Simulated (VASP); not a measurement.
Input of a VASP 6.6.1 run:

Contents of POSCAR:

```
CsH
1.0
    0.0000000000      3.0550093009      3.0550093009
    3.0550093009      0.0000000000      3.0550093009
    3.0550093009      3.0550093009      0.0000000000
Cs H
1 1
Direct
    0.0000000000      0.0000000000      0.0000000000
    0.5000000000      0.5000000000      0.5000000000
```

Contents of INCAR.step1:

```
SYSTEM = CsH
PREC = Accurate
ENCUT = 520
ISMEAR = 0
SIGMA = 0.02
LREAL = .FALSE.
LASPH = .TRUE.
NELM = 100
NBANDS = 12
GGA = PE
ALGO = Normal
EDIFF = 1E-4
LWAVE = .TRUE.
LCHARG = .FALSE.
```

Contents of INCAR.step2:

```
SYSTEM = CsH
PREC = Accurate
ENCUT = 520
EDIFF = 1E-7
ISMEAR = 0
SIGMA = 0.02
LREAL = .FALSE.
LASPH = .TRUE.
NELM = 100
ALGO = Normal
ISIF = 2
LWAVE = .FALSE.
LCHARG = .TRUE.
METAGGA = R2SCAN
LMIXTAU = .TRUE.
LELF = .TRUE.
LVHAR = .TRUE.
NBANDS = 12
ISTART = 1
```

KPOINTS

```
Automatic mesh
0
G
  6 6 6
  0 0 0
```

Potentials or basis: VASP PAW PBE potentials, release 64 (Cs_sv, H).

The run is started by

```console
$ cat potpaw_PBE.64/Cs_sv/POTCAR potpaw_PBE.64/H/POTCAR > POTCAR
$ cp INCAR.step1 INCAR
$ mpirun -np 1 vasp_std > vasp.out
$ cp INCAR.step2 INCAR
$ mpirun -np 1 vasp_std > vasp.out
```

(1) What does it give for the pressure?

(2) What does it give for the band gap on the k mesh?

Answers

(1) 1.7 GPa.

(2) 2.49 eV.

Caveat: the PAW data sets were made with another functional, which shifts forces and pressure a little; spin-orbit coupling is left out, which moves the levels of the heavy elements.
